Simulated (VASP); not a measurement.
# P (P4/mmm) in VASP: single point with PBEsol

Aim: the single point of P with PBEsol.

All numbers are computed with VASP 6.6.1; they aren't measurements. Logs are shortened: lines on timing, memory, paths and dates and some standing lists are left out, and cuts for length are marked.

**1. The cell of the first run**

Symmetry: P4/mmm, No. 123, tetragonal system. The conventional cell has a = 4.331 Å, b = 4.331 Å, c = 4.260 Å, α = 90.00°, β = 90.00°, γ = 90.00°. P (site symmetry 4/mmm) has 6 P at 4.26 to 4.33 Å within 5.6 Å.

**2. Single point, PBEsol**

File INCAR:

```
SYSTEM = P
ALGO     = Normal         ! electronic algorithm
EDIFF    = 1E-7           ! SCF threshold, eV
ENCUT    = 520            ! plane-wave cutoff, eV
GGA      = PS             ! functional
ISIF     = 2              ! what is computed and relaxed
ISMEAR   = 0              ! smearing method
LASPH    = .True.         ! aspherical terms in the spheres
LCHARG   = .True.         ! write CHGCAR
LELF     = .True.         ! ELF
LREAL    = .False.        ! projectors in reciprocal space
LVHAR    = .True.       
LWAVE    = .False.        ! write WAVECAR
NBANDS   = 8              ! bands
NELM     = 100            ! most SCF steps
PREC     = Accurate       ! precision mode
SIGMA    = 0.15           ! smearing width, eV
```

File KPOINTS:

```
k-points
0
Gamma
  12 12 12
  0 0 0
```

File POSCAR:

```
P
1.0
    4.3314450751      0.0000000000      0.0000000000
    0.0000000000      4.3314450751      0.0000000000
    0.0000000000      0.0000000000      4.2604608539
P
1
Direct
    0.0000000000      0.0000000000      0.0000000000
```

Potentials or basis: VASP PAW PBE potentials, release 64 (P).

Run with:

```sh
> cat potpaw_PBE.64/P/POTCAR > POTCAR
> mpirun -np 1 vasp_std > vasp.out
```

OUTCAR:

```text
SYSTEM = P
   EDIFF = 1E-7
   ENCUT = 520
   GGA = PS
   ISIF = 2
   ISMEAR = 0
   LASPH = .True.
   LREAL = .False.
   NELM = 100
   PREC = Accurate

 ion  position               nearest neighbor table
   1  0.000  0.000  0.000-

  LATTYP: Found a simple tetragonal cell.
 ALAT       =     4.3314450751
 C/A-ratio  =     0.9836118847

  Lattice vectors:

 A1 = (   4.3314450751,   0.0000000000,   0.0000000000)
 A2 = (   0.0000000000,   4.3314450751,   0.0000000000)
 A3 = (   0.0000000000,   0.0000000000,   4.2604608539)

Analysis of symmetry for initial positions (statically):
=====================================================================
 Subroutine PRICEL returns:
 Original cell was already a primitive cell.

 Routine SETGRP: Setting up the symmetry group for a
 simple tetragonal supercell.

 Subroutine GETGRP returns: Found 16 space group operations
 (whereof 16 operations were pure point group operations)
 out of a pool of 16 trial point group operations.

The static configuration has the point symmetry D_4h.

Analysis of symmetry for dynamics (positions and initial velocities):
=====================================================================
 Subroutine PRICEL returns:
 Original cell was already a primitive cell.

 Routine SETGRP: Setting up the symmetry group for a
 simple tetragonal supercell.

 Subroutine GETGRP returns: Found 16 space group operations
 (whereof 16 operations were pure point group operations)
 out of a pool of 16 trial point group operations.

The dynamic configuration has the point symmetry D_4h.

 Subroutine INISYM returns: Found 16 space group operations
 (whereof 16 operations are pure point group operations),
 and found     1 'primitive' translations

----------------------------------------------------------------------------------------

                                     Primitive cell

  volume of cell :      79.9323

  direct lattice vectors                    reciprocal lattice vectors
     4.331445075  0.000000000  0.000000000     0.230869833  0.000000000  0.000000000
     0.000000000  4.331445075  0.000000000     0.000000000  0.230869833  0.000000000
     0.000000000  0.000000000  4.260460854     0.000000000  0.000000000  0.234716392

  length of vectors
     4.331445075  4.331445075  4.260460854     0.230869833  0.230869833  0.234716392

  position of ions in fractional coordinates (direct lattice)
     0.000000000  0.000000000  0.000000000

  ion indices of the primitive-cell ions
   primitive index   ion index
                 1           1

----------------------------------------------------------------------------------------

 KPOINTS: k-points

Automatic generation of k-mesh.
 Grid dimensions read from file:
 generate k-points for:   12   12   12

 Generating k-lattice:

  Cartesian coordinates                     Fractional coordinates (reciprocal lattice)
     0.019239153  0.000000000  0.000000000     0.083333333  0.000000000  0.000000000
     0.000000000  0.019239153  0.000000000     0.000000000  0.083333333  0.000000000
     0.000000000  0.000000000  0.019559699     0.000000000  0.000000000  0.083333333

  Length of vectors
     0.019239153  0.019239153  0.019559699

  Shift w.r.t. Gamma in fractional coordinates (k-lattice)
     0.000000000  0.000000000  0.000000000

 Subroutine IBZKPT returns following result:
 ===========================================

 Found    196 irreducible k-points:

 Following reciprocal coordinates:
            Coordinates               Weight
  0.000000  0.000000  0.000000      1.000000
  0.083333  0.000000  0.000000      4.000000
  0.166667  0.000000  0.000000      4.000000
  0.250000  0.000000  0.000000      4.000000
  0.333333  0.000000  0.000000      4.000000
  0.416667  0.000000  0.000000      4.000000
[... 16 lines left out ...]
  0.333333  0.333333  0.000000      4.000000
  0.416667  0.333333  0.000000      8.000000
 [... further k-points ...]
   k-points           NKPTS =    196   k-points in BZ     NKDIM =    196   number of bands    NBANDS=      8
   number of dos      NEDOS =    301   number of ions     NIONS =      1
   total plane-waves  NPLWV =  32768
   dimension x,y,z NGX =    32 NGY =   32 NGZ =   32
   dimension x,y,z NGXF=    64 NGYF=   64 NGZF=   64
   ions per type =               1
   NGX,Y,Z   is equivalent  to a cutoff of  12.28, 12.28, 12.49 a.u.
   NGXF,Y,Z  is equivalent  to a cutoff of  24.56, 24.56, 24.97 a.u.
 SYSTEM =  P
   PREC   = accura    normal or accurate (medium, high low for compatibility)
   ISTART =      0    job   : 0-new  1-cont  2-samecut
   ICHARG =      2    charge: 1-file 2-atom 10-const
   ISPIN  =      1    spin polarized calculation?
   LNONCOLLINEAR =      F non collinear calculations
   LSORBIT =      F    spin-orbit coupling
   LASPH  =      T    aspherical Exc in radial PAW
   ENCUT  =  520.0 eV  38.22 Ry    6.18 a.u.   8.05  8.05  7.92*2*pi/ulx,y,z
   NELM   =    100;   NELMIN=  2; NELMDL= -5     # of ELM steps
   EDIFF  = 0.1E-06   stopping-criterion for ELM
   LREAL  =      F    real-space projection
   EDIFFG = 0.1E-05   stopping-criterion for IOM
   NSW    =      0    number of steps for IOM
   IBRION =     -1    ionic relax: 0-MD 1-quasi-New 2-CG
   NFREE  =      0    steps in history (QN), initial steepest desc. (CG)
   ISIF   =      2    stress and relaxation
   ISYM   =      2    0-nonsym 1-usesym 2-fastsym
   POTIM  = 0.5000    time-step for ionic-motion
   TEBEG  =    0.0;   TEEND  =   0.0 temperature during run
   PSTRESS=    0.0 pullay stress
   NELECT =       5.0000    total number of electrons
   NUPDOWN=      -1.0000    fix difference up-down
   EMIN   =  10.00;   EMAX   =-10.00  energy-range for DOS
   EFERMI =   0.00;   METHOD = LEGACY
   ISMEAR =     0;   SIGMA  =   0.15  broadening in eV -4-tet -1-fermi 0-gaus
   EFERMI_NEDOS =   21; number of points for ismear=-14 and -15
   IALGO  =     38    algorithm
   IMIX   =      4    mixing-type and parameters
     AMIX     =   0.40;   BMIX     =  1.00
     AMIX_MAG =   1.60;   BMIX_MAG =  1.00
  volume/ion in A,a.u.               =      79.93       539.41
  Fermi-wavevector in a.u.,A,eV,Ry     =   0.649866  1.228069  5.746099  0.422326
  Thomas-Fermi vector in A             =   1.718961
   LORBIT       =      0    0 simple, 1 ext, 2 COOP (PROOUT), +10 PAW based schemes
   GGA     = PS    functional components
   LHFCALC =     F    Hartree Fock is set to
   AEXX    =    0.0000 exact exchange contribution
   IVDW    =     0    specifies the selected vdW correction
   LEPSILON=     F    determine dielectric tensor
   LRPA    =     F    only Hartree local field effects (RPA)
 non-spin polarized calculation
 Gauss-broadening in eV      SIGMA  =   0.15
  energy-cutoff  :      520.00
  volume of cell :       79.93
 maximum number of plane-waves:      2208
   NGX = 17   NGY = 17   NGZ = 15

 number of electron       4.9999998 magnetization

 Free energy of the ion-electron system (eV)
  ---------------------------------------------------
  ext. energy  EPLUGINS =         0.00000000
  ---------------------------------------------------
  free energy    TOTEN  =        -1.18778301 eV

  energy without entropy =       -1.14982359  energy(sigma->0) =       -1.16880330

 E-fermi :  -3.0800     XC(G=0):  -5.0526

 val. band max:       -3.0805777082   @ k =   0.2500   0.0000   0.4167
 cond. band min:      -3.0770404168   @ k =   0.5000   0.0000   0.2500
 fundamental gap:      0.0035372914
 Fermi energy:        -3.0799604508

 k-point     1 :       0.0000    0.0000    0.0000
  band No.  band energies     occupation
      1     -11.8102      2.00000
      2      -2.5851      0.00000
      3      -2.5851      0.00000
      4      -2.5091      0.00000
      5       1.5510      0.00000
      6       4.3720      0.00000
      7       4.4312      0.00000
      8       8.9392      0.00000

 k-point     2 :       0.0833    0.0000    0.0000
  band No.  band energies     occupation
      1     -11.8003      2.00000
      2      -2.6986      0.00032
      3      -2.5764      0.00000
      4      -2.5007      0.00000
      5       1.6681      0.00000
      6       4.4403      0.00000
      7       4.5021      0.00000
      8       8.5086      0.00000

 k-point     3 :       0.1667    0.0000    0.0000
  band No.  band energies     occupation
      1     -11.7731      2.00000
      2      -2.9801      0.34634
      3      -2.5524      0.00000
      4      -2.4774      0.00000
      5       1.9662      0.00000
      6       4.5508      0.00000
      7       4.7530      0.00000
      8       7.8838      0.00000

 k-point     4 :       0.2500    0.0000    0.0000
  band No.  band energies     occupation
      1     -11.7350      2.00000
      2      -3.3159      1.97388
      3      -2.5189      0.00000
      4      -2.4449      0.00000
      5       2.3553      0.00000
      6       4.7045      0.00000
      7       4.9813      0.00000
      8       7.3315      0.00000

 k-point     5 :       0.3333    0.0000    0.0000
  band No.  band energies     occupation
      1     -11.6959      2.00000
      2      -3.6132      2.00000
      3      -2.4847      0.00000
      4      -2.4118      0.00000
      5       2.7797      0.00000
      6       4.8786      0.00000
      7       4.9323      0.00000
      8       6.9084      0.00000
[... 177 lines left out ...]
 k-point    22 :       0.5000    0.2500    0.0000
  band No.  band energies     occupation
      1     -11.5862      2.00000
      2      -3.7511      2.00000
      3      -3.0873      1.05512
      4      -2.3206      0.00000
      5       3.5164      0.00000
      6       4.2682      0.00000
      7       5.9256      0.00000
      8       6.4135      0.00000

 k-point    23 :       0.3333    0.3333    0.0000
  band No.  band energies     occupation
      1     -11.5879      2.00000
      2      -3.4613      1.99968
      3      -3.3890      1.99643
      4      -2.3221      0.00000
      5       3.2832      0.00000
      6       4.4619      0.00000
      7       6.1826      0.00000
      8       6.4282      0.00000

 k-point    24 :       0.4167    0.3333    0.0000
  band No.  band energies     occupation
      1     -11.5604      2.00000
      2      -3.6155      2.00000
      3      -3.3740      1.99443
      4      -2.2994      0.00000
      5       3.1777      0.00000
      6       4.5696      0.00000
      7       6.3151      0.00000
      8       6.5084      0.00000

 [... further k-points ...]

------------------------ aborting loop because EDIFF is reached ----------------------------------------

  FORCE on cell =-STRESS in cart. coord.  units (eV):
  Direction    XX          YY          ZZ          XY          YZ          ZX
  --------------------------------------------------------------------------------------
  -------------------------------------------------------------------------------------
  Total       -1.8738980     -1.8738980     -2.0153364      0.0000000      0.0000000      0.0000000
  in kB      -37.5607569    -37.5607569    -40.3957734      0.0000000      0.0000000      0.0000000
  external PRESSURE =     -38.5057624 kB  Pullay stress =       0.0000000 kB

 VOLUME and BASIS-vectors are now :
 -----------------------------------------------------------------------------
  energy-cutoff  :      520.00
  volume of cell :       79.93
      direct lattice vectors                 reciprocal lattice vectors
     4.331445075  0.000000000  0.000000000     0.230869833  0.000000000  0.000000000
     0.000000000  4.331445075  0.000000000     0.000000000  0.230869833  0.000000000
     0.000000000  0.000000000  4.260460854     0.000000000  0.000000000  0.234716392

 POSITION                                       TOTAL-FORCE (eV/Angst)
 -----------------------------------------------------------------------------------
      0.00000      0.00000      0.00000         0.000000      0.000000      0.000000
 -----------------------------------------------------------------------------------
    total drift:                                0.000000     -0.000000      0.000000

  FREE ENERGIE OF THE ION-ELECTRON SYSTEM (eV)
  ---------------------------------------------------
  free  energy   TOTEN  =        -1.1877830133 eV

  energy  without entropy=       -1.1498235868  energy(sigma->0) =       -1.16880330
```

Run time: 42 s. Hardware: 1 thread of Intel Xeon Platinum 8488C (Sapphire Rapids), shared host; peak memory 0.24 GiB.

What came out:

| Property | Result |
| --- | --- |
| Free energy | -1.1878 eV |
| Pressure | -3.9 GPa |

Caveat: the PAW data sets were made with another functional, which shifts forces and pressure a little.
